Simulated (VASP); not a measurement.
WS2: single point with r2SCAN

WS2:

```
W S
1.0
     1.50005    0.86605    6.00925
    -1.50005    0.86605    6.00925
     0.00000   -1.73211    6.00925
W S
1 2
Direct
  0.00000 0.00000 0.00000
  0.75030 0.75030 0.75030
  0.58100 0.58100 0.58100
```

This cell differs from its parent crystal: strain -0.050 along x and y, -0.025 along z.

- Program: VASP 6.6.1
- Task: single point
- Functional: r2SCAN
- Potentials or basis: VASP PAW PBE potentials, release 64 (W_sv, S)
- Cutoff: 520 eV
- k mesh: 12 × 12 × 12
- Occupations: gaussian, width 0.05 eV
- Spin: no spin polarisation

The pressure is 32.4 GPa. The largest force is 2.732 eV/Å and the band gap on the k mesh is 1.13 eV (least direct gap 2.60 eV).

Forces in eV/Å, atoms in the order of the input:
```
W    0.000  0.000 -0.829
S    0.000  0.000  2.732
S    0.000  0.000 -1.903
```

Stress tensor (GPa, compression positive):
```
34.26  0.00  0.00
 0.00 34.26  0.00
 0.00  0.00 28.82
```

Levels at points of the mesh, in eV from the valence-band top:
| k point | band 9 | band 10 | band 11 | band 12 | band 13 | band 14 | band 15 | band 16 | band 17 | band 18 |
| --- | --- | --- | --- | --- | --- | --- | --- | --- | --- | --- |
| (0.00, 0.00, 0.00) | -3.97 | -2.41 | -2.41 | -1.95 | -1.68 | 2.82 | 2.82 | 3.29 | 3.29 | 6.16 |
| (0.50, 0.00, 0.00) | -6.16 | -4.72 | -2.98 | -2.01 | -1.76 | 3.17 | 3.19 | 4.33 | 4.73 | 5.38 |
| (0.50, 0.50, 0.00) | -5.83 | -4.64 | -3.74 | -1.99 | -1.71 | 3.14 | 3.39 | 3.95 | 5.39 | 5.91 |
| (0.50, 0.50, 0.50) | -3.99 | -3.99 | -2.38 | -2.38 | 0.00 | 2.95 | 2.95 | 3.09 | 3.09 | 6.14 |

It took 40 min on 1 thread of Intel Xeon 8259CL, on a shared host, peak memory 0.47 GiB.

Caveat: the cell differs from its parent crystal (strain -0.050 along x and y, -0.025 along z); the stress differs along the axes, from 29 to 34 GPa; the PAW data sets were made with another functional, which shifts forces and pressure a little; spin-orbit coupling is left out, which moves the levels of the heavy elements. A k mesh can miss the band edges.
